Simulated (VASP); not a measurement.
# C (Fd-3m) in VASP: a series of runs

C is run at these levels: PBE; tasks: single point, relaxation of cell and atoms.

All numbers are computed with VASP 6.6.1; they aren't measurements. Logs are shortened: lines on timing, memory, paths and dates and some standing lists are left out, and cuts for length are marked.

### 1 The cell of the first run

The structure is cubic, space group Fd-3m (No. 227). The conventional cell has a = 3.572 Å, b = 3.572 Å, c = 3.572 Å, α = 90.00°, β = 90.00°, γ = 90.00°. C (site symmetry -43m) has 4 C at 1.55 Å within 2.1 Å.

### 2 Single point, PBE

The input, INCAR:

```
ALGO     = Normal         # electronic algorithm
EDIFF    = 1E-6           # SCF threshold, eV
ENCUT    = 600            # plane-wave cutoff, eV
GGA      = PE             # functional
GGA_COMPAT= F            
ISIF     = 2              # what is computed and relaxed
ISMEAR   = 0              # smearing method
LASPH    = T              # aspherical terms in the spheres
LCHARG   = T              # write CHGCAR
LELF     = T              # ELF
LREAL    = F              # projectors in reciprocal space
LVHAR    = T            
LWAVE    = F              # write WAVECAR
NBANDS   = 11             # bands
NELM     = 120            # most SCF steps
PREC     = Accurate       # precision mode
SIGMA    = 0.02           # smearing width, eV
```

The input, KPOINTS:

```
k-points
0
Gamma
  12 12 12
```

The input, POSCAR:

```
C
1.0
    0.0000000000      1.7857952420      1.7857952420
    1.7857952420      0.0000000000      1.7857952420
    1.7857952420      1.7857952420      0.0000000000
C
2
Direct
    0.0000000000      0.0000000000      0.0000000000
    0.2500000000      0.2500000000      0.2500000000
```

Potentials or basis: VASP PAW PBE potentials, release 64 (C).

The run is started by

```sh
$ cat potpaw_PBE.64/C/POTCAR > POTCAR
$ mpirun -np 1 vasp_std > vasp.out
```

OUTCAR:

```text
EDIFF = 1E-6
   ENCUT = 600
   GGA = PE
   ISIF = 2
   ISMEAR = 0
   LASPH = T
   LREAL = F
   NELM = 120
   PREC = Accurate

 ion  position               nearest neighbor table
   1  0.000  0.000  0.000-   2 1.55   2 1.55   2 1.55   2 1.55
   2  0.250  0.250  0.250-   1 1.55   1 1.55   1 1.55   1 1.55

  LATTYP: Found a face centered cubic cell.
 ALAT       =     3.5715904840

  Lattice vectors:

 A1 = (   0.0000000000,   1.7857952420,   1.7857952420)
 A2 = (   1.7857952420,   0.0000000000,   1.7857952420)
 A3 = (   1.7857952420,   1.7857952420,   0.0000000000)

Analysis of symmetry for initial positions (statically):
=====================================================================
 Subroutine PRICEL returns:
 Original cell was already a primitive cell.

 Routine SETGRP: Setting up the symmetry group for a
 face centered cubic supercell.

 Subroutine GETGRP returns: Found 48 space group operations
 (whereof 24 operations were pure point group operations)
 out of a pool of 48 trial point group operations.

The static configuration has the point symmetry T_d .
 The point group associated with its full space group is O_h .

Analysis of symmetry for dynamics (positions and initial velocities):
=====================================================================
 Subroutine PRICEL returns:
 Original cell was already a primitive cell.

 Routine SETGRP: Setting up the symmetry group for a
 face centered cubic supercell.

 Subroutine GETGRP returns: Found 48 space group operations
 (whereof 24 operations were pure point group operations)
 out of a pool of 48 trial point group operations.

The dynamic configuration has the point symmetry T_d .
 The point group associated with its full space group is O_h .

 Subroutine INISYM returns: Found 48 space group operations
 (whereof 24 operations are pure point group operations),
 and found     1 'primitive' translations

----------------------------------------------------------------------------------------

                                     Primitive cell

  volume of cell :      11.3900

  direct lattice vectors                    reciprocal lattice vectors
     0.000000000  1.785795242  1.785795242    -0.279987307  0.279987307  0.279987307
     1.785795242  0.000000000  1.785795242     0.279987307 -0.279987307  0.279987307
     1.785795242  1.785795242  0.000000000     0.279987307  0.279987307 -0.279987307

  length of vectors
     2.525495851  2.525495851  2.525495851     0.484952241  0.484952241  0.484952241

  position of ions in fractional coordinates (direct lattice)
     0.000000000  0.000000000  0.000000000
     0.250000000  0.250000000  0.250000000
[... 87 lines left out ...]
   PSTRESS=    0.0 pullay stress
   NELECT =       8.0000    total number of electrons
   NUPDOWN=      -1.0000    fix difference up-down
   EMIN   =  10.00;   EMAX   =-10.00  energy-range for DOS
   EFERMI =   0.00;   METHOD = LEGACY
   ISMEAR =     0;   SIGMA  =   0.02  broadening in eV -4-tet -1-fermi 0-gaus
   EFERMI_NEDOS =   21; number of points for ismear=-14 and -15
   IALGO  =     38    algorithm
   IMIX   =      4    mixing-type and parameters
     AMIX     =   0.40;   BMIX     =  1.00
     AMIX_MAG =   1.60;   BMIX_MAG =  1.00
  volume/ion in A,a.u.               =       5.70        38.43
  Fermi-wavevector in a.u.,A,eV,Ry     =   1.455224  2.749975 28.812741  2.117677
  Thomas-Fermi vector in A             =   2.572283
   LORBIT       =      0    0 simple, 1 ext, 2 COOP (PROOUT), +10 PAW based schemes
   GGA     = PE    functional components
   LHFCALC =     F    Hartree Fock is set to
   AEXX    =    0.0000 exact exchange contribution
   IVDW    =     0    specifies the selected vdW correction
   LEPSILON=     F    determine dielectric tensor
   LRPA    =     F    only Hartree local field effects (RPA)
 non-spin polarized calculation
 Gauss-broadening in eV      SIGMA  =   0.02
  energy-cutoff  :      600.00
  volume of cell :       11.39
 maximum number of plane-waves:       392
   NGX =  9   NGY =  9   NGZ =  9

 number of electron       7.9999999 magnetization

 Free energy of the ion-electron system (eV)
  ---------------------------------------------------
  ext. energy  EPLUGINS =         0.00000000
  ---------------------------------------------------
  free energy    TOTEN  =       -18.19049244 eV

  energy without entropy =      -18.19049244  energy(sigma->0) =      -18.19049244

 E-fermi :   9.7728     XC(G=0): -13.2303

 val. band max:        9.6696220848   @ k =   0.0000   0.0000   0.0000
 cond. band min:      13.8138480983   @ k =   0.3333   0.3333   0.0000
 fundamental gap:      4.1442260134
 Fermi energy:         9.7728269415

 k-point     1 :       0.0000    0.0000    0.0000
  band No.  band energies     occupation
      1     -11.7521      2.00000
      2       9.6696      2.00000
      3       9.6696      2.00000
      4       9.6696      2.00000
      5      15.2486      0.00000
      6      15.2486      0.00000
      7      15.2486      0.00000
      8      22.9076      0.00000
      9      28.9126      0.00000
     10      36.1611      0.00000
     11      36.1611      0.00000
[... 309 lines left out ...]
 k-point    24 :      -0.4167    0.1667    0.0000
  band No.  band energies     occupation
      1      -5.5929      2.00000
      2      -2.8187      2.00000
      3       4.2127      2.00000
      4       6.0960      2.00000
      5      17.1885      0.00000
      6      19.8733      0.00000
      7      20.8215      0.00000
      8      25.0588      0.00000
      9      29.0677      0.00000
     10      33.8106      0.00000
     11      34.1586      0.00000

 [... further k-points ...]

------------------------ aborting loop because EDIFF is reached ----------------------------------------

  FORCE on cell =-STRESS in cart. coord.  units (eV):
  Direction    XX          YY          ZZ          XY          YZ          ZX
  --------------------------------------------------------------------------------------
  -------------------------------------------------------------------------------------
  Total       -0.0006865     -0.0006865     -0.0006865     -0.0000000      0.0000000      0.0000000
  in kB       -0.0965715     -0.0965715     -0.0965715     -0.0000000      0.0000000      0.0000000
  external PRESSURE =      -0.0965715 kB  Pullay stress =       0.0000000 kB

 VOLUME and BASIS-vectors are now :
 -----------------------------------------------------------------------------
  energy-cutoff  :      600.00
  volume of cell :       11.39
      direct lattice vectors                 reciprocal lattice vectors
     0.000000000  1.785795242  1.785795242    -0.279987307  0.279987307  0.279987307
     1.785795242  0.000000000  1.785795242     0.279987307 -0.279987307  0.279987307
     1.785795242  1.785795242  0.000000000     0.279987307  0.279987307 -0.279987307

 POSITION                                       TOTAL-FORCE (eV/Angst)
 -----------------------------------------------------------------------------------
      0.00000      0.00000      0.00000        -0.000000     -0.000000     -0.000000
      0.89290      0.89290      0.89290         0.000000      0.000000      0.000000
 -----------------------------------------------------------------------------------
    total drift:                                0.000000      0.000000      0.000000

  FREE ENERGIE OF THE ION-ELECTRON SYSTEM (eV)
  ---------------------------------------------------
  free  energy   TOTEN  =       -18.1904924436 eV

  energy  without entropy=      -18.1904924436  energy(sigma->0) =      -18.19049244
```

OSZICAR:

```text
N       E                     dE             d eps       ncg     rms          rms(c)
DAV:   1     0.270212865124E+01    0.27021E+01   -0.53027E+03  1632   0.814E+02
DAV:   2    -0.183616304508E+02   -0.21064E+02   -0.20000E+02  2072   0.129E+02
DAV:   3    -0.188193665486E+02   -0.45774E+00   -0.45644E+00  1881   0.145E+01
DAV:   4    -0.188202433464E+02   -0.87680E-03   -0.87678E-03  1665   0.764E-01
DAV:   5    -0.188202443914E+02   -0.10450E-05   -0.10450E-05  1832   0.264E-02    0.550E+00
DAV:   6    -0.183476881557E+02    0.47256E+00   -0.24632E-01  1629   0.350E+00    0.328E+00
DAV:   7    -0.181886249531E+02    0.15906E+00   -0.30235E-01  1683   0.392E+00    0.743E-01
DAV:   8    -0.181904316889E+02   -0.18067E-02   -0.86581E-03  1656   0.696E-01    0.436E-02
DAV:   9    -0.181904717758E+02   -0.40087E-04   -0.62231E-05  1864   0.638E-02    0.242E-02
DAV:  10    -0.181904923742E+02   -0.20598E-04   -0.15692E-05  1680   0.349E-02    0.522E-03
DAV:  11    -0.181904924436E+02   -0.69429E-07   -0.25076E-07  1414   0.460E-03
   1 F= -.18190492E+02 E0= -.18190492E+02  d E =-.533911E-16
```

Wall time 7.6 s (1 thread of Intel Xeon Platinum 8259CL at 2.50GHz (Skylake/Cascade Lake), shared host); peak memory 0.12 GiB.

Results:

```yaml
Free_energy: -18.1905 eV
Pressure: 0.0 GPa
Band_gap_on_the_k_mesh: 4.14 eV (least direct gap 5.58 eV)
```

### 3 Relaxation of cell and atoms, PBE

This run uses another cell than the first one, of 5.67 Å³/atom.

The input, INCAR:

```
ALGO     = Normal         # electronic algorithm
EDIFF    = 1E-7           # SCF threshold, eV
EDIFFG   = -0.002         # ionic threshold
ENCUT    = 600            # plane-wave cutoff, eV
GGA      = PE             # functional
GGA_COMPAT= False        
IBRION   = 2              # ionic algorithm
ISIF     = 3              # what is computed and relaxed
ISMEAR   = 0              # smearing method
LASPH    = True           # aspherical terms in the spheres
LCHARG   = False          # write CHGCAR
LREAL    = False          # projectors in reciprocal space
LWAVE    = False          # write WAVECAR
NELM     = 120            # most SCF steps
NELMIN   = 4            
NSW      = 100            # ionic steps
PREC     = Accurate       # precision mode
SIGMA    = 0.02           # smearing width, eV
```

KPOINTS is that of step 2.

The input, POSCAR:

```
C
1.0
    0.0000000000      1.7833700000      1.7833700000
    1.7833700000      0.0000000000      1.7833700000
    1.7833700000      1.7833700000      0.0000000000
C
2
Direct
    0.0000000000      0.0000000000      0.0000000000
    0.2500000000      0.2500000000      0.2500000000
```

Potentials or basis: VASP PAW PBE potentials, release 64 (C).

The run is started by

```sh
$ cat potpaw_PBE.64/C/POTCAR > POTCAR
$ mpirun -np 1 vasp_std > vasp.out
```

OUTCAR:

```text
EDIFF = 1E-7
   EDIFFG = -0.002
   ENCUT = 600
   GGA = PE
   IBRION = 2
   ISIF = 3
   ISMEAR = 0
   LASPH = True
   LREAL = False
   NELM = 120
   NELMIN = 4
   NSW = 100
   PREC = Accurate

 ion  position               nearest neighbor table
   1  0.000  0.000  0.000-   2 1.54   2 1.54   2 1.54   2 1.54
   2  0.250  0.250  0.250-   1 1.54   1 1.54   1 1.54   1 1.54

  LATTYP: Found a face centered cubic cell.
 ALAT       =     3.5667400000

  Lattice vectors:

 A1 = (   0.0000000000,   1.7833700000,   1.7833700000)
 A2 = (   1.7833700000,   0.0000000000,   1.7833700000)
 A3 = (   1.7833700000,   1.7833700000,   0.0000000000)

Analysis of symmetry for initial positions (statically):
=====================================================================
 Subroutine PRICEL returns:
 Original cell was already a primitive cell.

 Routine SETGRP: Setting up the symmetry group for a
 face centered cubic supercell.

 Subroutine GETGRP returns: Found 48 space group operations
 (whereof 24 operations were pure point group operations)
 out of a pool of 48 trial point group operations.

The static configuration has the point symmetry T_d .
 The point group associated with its full space group is O_h .

Analysis of symmetry for dynamics (positions and initial velocities):
[... 171 lines left out ...]
  external PRESSURE =      17.7825267 kB  Pullay stress =       0.0000000 kB
[... 59 lines left out ...]
--------------------------------------- Ionic step        3  -------------------------------------------

 number of electron       7.9999999 magnetization

 Free energy of the ion-electron system (eV)
  ---------------------------------------------------
  ext. energy  EPLUGINS =         0.00000000
  ---------------------------------------------------
  free energy    TOTEN  =       -18.19034445 eV

  energy without entropy =      -18.19034445  energy(sigma->0) =      -18.19034445

 E-fermi :   9.8530     XC(G=0): -13.2303

 val. band max:        9.6698146421   @ k =   0.0000   0.0000   0.0000
 cond. band min:      13.8141361243   @ k =   0.3333   0.3333   0.0000
 fundamental gap:      4.1443214822
 Fermi energy:         9.8529857372

 k-point     1 :       0.0000    0.0000    0.0000
  band No.  band energies     occupation
      1     -11.7521      2.00000
      2       9.6698      2.00000
      3       9.6698      2.00000
      4       9.6698      2.00000
      5      15.2488      0.00000
      6      15.2488      0.00000
      7      15.2488      0.00000
      8      22.9082      0.00000
[... 243 lines left out ...]
 k-point    24 :      -0.4167    0.1667    0.0000
  band No.  band energies     occupation
      1      -5.5928      2.00000
      2      -2.8186      2.00000
      3       4.2128      2.00000
      4       6.0962      2.00000
      5      17.1888      0.00000
      6      19.8735      0.00000
      7      20.8219      0.00000
      8      25.0592      0.00000

 [... further k-points ...]

------------------------ aborting loop because EDIFF is reached ----------------------------------------

  FORCE on cell =-STRESS in cart. coord.  units (eV):
  Direction    XX          YY          ZZ          XY          YZ          ZX
  --------------------------------------------------------------------------------------
  -------------------------------------------------------------------------------------
  Total        0.0008578      0.0008578      0.0008578     -0.0000000      0.0000000     -0.0000000
  in kB        0.1206582      0.1206582      0.1206582     -0.0000000      0.0000000     -0.0000000
  external PRESSURE =       0.1206582 kB  Pullay stress =       0.0000000 kB
[... 17 lines left out ...]
  FREE ENERGIE OF THE ION-ELECTRON SYSTEM (eV)
  ---------------------------------------------------
  free  energy   TOTEN  =       -18.1903444477 eV

  energy  without entropy=      -18.1903444477  energy(sigma->0) =      -18.19034445

 reached required accuracy - stopping structural energy minimisation
```

OSZICAR:

```text
N       E                     dE             d eps       ncg     rms          rms(c)
DAV:   1     0.324996374461E+01    0.32500E+01   -0.55673E+03  1184   0.111E+03
DAV:   2    -0.186768527438E+02   -0.21927E+02   -0.21222E+02  1768   0.123E+02
[... 18 lines left out ...]
   2 F= -.18189956E+02 E0= -.18189956E+02  d E =0.133569E-03
       N       E                     dE             d eps       ncg     rms          rms(c)
DAV:   1    -0.181904579685E+02   -0.50155E-03   -0.78636E-03  1360   0.924E-01    0.800E-02
DAV:   2    -0.181903760868E+02    0.81882E-04   -0.66928E-05  1248   0.809E-02    0.416E-02
DAV:   3    -0.181903444027E+02    0.31684E-04   -0.67663E-05  1264   0.655E-02    0.653E-03
DAV:   4    -0.181903444477E+02   -0.45092E-07   -0.13069E-07  1136   0.509E-03
   3 F= -.18190344E+02 E0= -.18190344E+02  d E =-.254478E-03
```

Run time: 11 s. Hardware: 1 thread of Intel Xeon Platinum 8259CL at 2.50GHz (Skylake/Cascade Lake), shared host; peak memory 0.12 GiB.

Results:

- Free energy: -18.1903 eV
- Relaxed volume: 5.69 Å³/atom
- Relaxed cell: a = 2.525 Å, b = 2.525 Å, c = 2.525 Å, α = 60.00°, β = 60.00°, γ = 60.00°
- Space group after relaxing (to 0.1 Å): Fd-3m (No. 227)
- Energy gained by relaxing: 0.1 meV/atom
- Ionic steps: 3
- Pressure after relaxing: 0.0 GPa
- Band gap on the k mesh: 4.14 eV (least direct gap 5.58 eV)

The path:
| step | energy change (eV) | largest force (eV/Å) | pressure (GPa) | volume (Å³) |
| --- | --- | --- | --- | --- |
| 1 | 0.0000 | 0.0000 | 1.78 | 11.34 |
| 2 | 0.0001 | 0.0000 | -2.15 | 11.45 |
| 3 | -0.0003 | 0.0000 | 0.01 | 11.39 |

Final structure:
```xyz
2
Lattice="0.0000 1.7858 1.7858 1.7858 0.0000 1.7858 1.7858 1.7858 0.0000" Properties=species:S:1:pos:R:3 pbc="T T T"
C     0.0000    0.0000    0.0000
C     0.8929    0.8929    0.8929
```
